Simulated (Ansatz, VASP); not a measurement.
**Two plane-wave programs on SiC**

```
Si C
1.0
     4.39543    0.04362   -0.04749
    -0.04362   -4.38245    0.05082
     0.04749    0.05082   -4.28595
Si C
4 4
Direct
  0.99613 0.49241 0.50539
  0.49694 0.01075 0.50866
  0.50358 0.50299 0.99227
  0.00326 0.00015 0.99602
  0.75406 0.74670 0.76624
  0.25175 0.24406 0.75042
  0.24760 0.74828 0.24361
  0.74668 0.25465 0.23739
```

Change from the starting cell: all atoms moved at random (sigma 0.03 Å a component), cell strained at random (sigma 0.01).

Alike in both runs: task single point; functional r2SCAN; k mesh 6 × 6 × 6; occupations gaussian, width 0.05 eV; no spin polarisation.

|  | VASP | Ansatz |
| --- | --- | --- |
| version | VASP 6.6.1 | Ansatz 0.2.0 |
| potentials or method | VASP PAW PBE potentials, release 64 (Si, C), cutoff 520 eV | scalar-relativistic, plane waves, PAW |
| valence electrons in the cell | 32 | 32 |

```tsv
	VASP	Ansatz	Ansatz less VASP
gap on the k mesh at the Fermi level (eV)	1.28	1.27	-0.010
least direct gap on the mesh (eV)	1.28	1.27	-0.010
pressure (GPa)	1.5	1.7	+0.20
traceless stress, the component that is largest in VASP (GPa)	7.22	7.20	-0.019
rms of the force components (eV/Å)	0.954	0.957	+0.0028
```

VASP's potentials were made for PBE, not for r2SCAN. Atom by atom the forces differ by 0.003 eV/Å (rms over components).
